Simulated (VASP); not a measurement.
BaCaS2:

```xyz
4
Lattice="2.1623 1.2484 7.0619 -2.1623 1.2484 7.0619 0.0000 -2.4968 7.0619" Properties=species:S:1:pos:R:3 pbc="T T T"
Ca    2.1623    1.2484    7.0619
Ba    0.0000    0.0000   10.5929
S     0.0000    0.0000    5.2964
S     0.0000    0.0000   15.8893
```

| Item | Value |
| --- | --- |
| Program | VASP 6.6.1 |
| Task | relaxation of cell and atoms |
| Functional | PBE |
| Potentials or basis | VASP PAW PBE potentials, release 64 (Ca_sv, Ba_sv, S) |
| Cutoff | 600 eV |
| k mesh | 6 × 6 × 6 |
| Occupations | fermi-dirac, width 0.02 eV |
| Spin | no spin polarisation |

At the start: pressure 0.6 GPa; volume 28.59 Å³/atom.

Question: Where does the relaxation end?

Answer: Over 10 steps the energy falls by 62.4 meV/atom and the volume is 28.26 Å³/atom (-1.2 %); space group R-3m (No. 166, to 0.1 Å) before and after.

Step by step:
```
step  energy change (eV)  largest force (eV/Å)  pressure (GPa)  volume (Å³)
   1              0.0000                1.2800            0.63       114.37
   2             -0.1298                0.8239           -0.61       116.24
   3             -0.1978                0.2354           -2.01       118.88
   4             -0.2470                0.0343            0.43       112.04
   5             -0.2485                0.0083            0.05       112.98
   6             -0.2493                0.0042            0.01       113.05
   7             -0.2495                0.0141           -0.03       113.11
   8             -0.2496                0.0071            0.02       113.00
   9             -0.2496                0.0070            0.02       113.00
  10             -0.2496                0.0016            0.00       113.05
```

Final structure:
```yaml
crystal:
  lattice:
    - [2.14969, 1.24113, 7.06186]
    - [-2.14969, 1.24113, 7.06186]
    - [0.00000, -2.48225, 7.06186]
  atoms:
    - { symbol: Ca, position: [0.00000, 0.00000, 0.00000] }
    - { symbol: Ba, position: [0.50000, 0.50000, 0.50000] }
    - { symbol: S, position: [0.25921, 0.25921, 0.25921] }
    - { symbol: S, position: [0.74079, 0.74079, 0.74079] }
```
